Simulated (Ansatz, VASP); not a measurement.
**Two plane-wave programs on K**

```
K
1.0
     6.28478   -4.98690    0.00000
     6.28478    4.98690    0.00000
     0.00000    0.00000    9.76708
K
8
Direct
  0.74679 0.74679 0.50000
  0.25321 0.25321 0.50000
  0.23910 0.76090 0.26131
  0.73910 0.26090 0.23869
  0.75321 0.75321 0.00000
  0.24679 0.24679 0.00000
  0.26090 0.73910 0.76131
  0.76090 0.23910 0.73869
```

Alike in both runs: task single point; functional PBEsol; k mesh 4 × 4 × 2; occupations gaussian, width 0.1 eV; no spin polarisation.

```csv
,VASP,Ansatz
version,VASP 6.6.1,Ansatz 0.2.0
potentials or method,"VASP PAW PBE potentials, release 64 (K_sv), cutoff 520 eV","scalar-relativistic, plane waves, PAW"
valence electrons in the cell,72,72
```

|  | VASP | Ansatz | Ansatz less VASP |
| --- | --- | --- | --- |
| gap on the k mesh at the Fermi level (eV) | none | none | - |
| pressure (GPa) | -0.2 | -0.2 | +0.01 |
| traceless stress, the component that is largest in VASP (GPa) | 0.08 | 0.08 | 0.000 |
| rms of the force components (eV/Å) | 0.012 | 0.012 | 0.0000 |

VASP's potentials were made for PBE, not for PBEsol. Atom by atom the forces differ by 0.000 eV/Å (rms over components). A gap of «none» marks a metal or a gap that the smearing closes.
